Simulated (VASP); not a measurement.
BaHg, 2 atoms in the cell. The structure is cubic, space group Pm-3m (No. 221). The conventional cell has a = 4.031 Å, b = 4.031 Å, c = 4.031 Å, α = 90.00°, β = 90.00°, γ = 90.00°. Within 4.6 Å of Ba (site symmetry m-3m) lie 8 Hg at 3.49 Å and 6 Ba at 4.03 Å. Hg (site symmetry m-3m) has 8 Ba at 3.49 Å and 6 Hg at 4.03 Å within 4.6 Å. 

```yaml
Program: VASP 6.6.1
Task: single point
Functional: LDA
Potentials_or_basis: VASP PAW LDA potentials, release 64 (Ba_sv, Hg)
Cutoff: 520 eV
k_mesh: 5 × 5 × 5
Occupations: gaussian, width 0.1 eV
Spin: no spin polarisation
Dipole_correction: no
Further_INCAR_settings: ALGO = Normal; EDIFF = 1e-06; NBANDS = 18
```

Potentials or basis: VASP PAW LDA potentials, release 64 (Ba_sv, Hg).

Launch:

```bash
$ cat potpaw_LDA.64/Ba_sv/POTCAR potpaw_LDA.64/Hg/POTCAR > POTCAR
$ mpirun -np 1 vasp_std > vasp.out
```

Hardware: 1 thread of AMD EPYC 9R14 (Zen 4) (shared host).

Q: Estimate the wall time of this run.

A: Wall time 5.7 s on 1 thread of AMD EPYC 9R14 (Zen 4) (shared host), peak memory 0.12 GiB. Counts: scf iterations 11, k points 10.
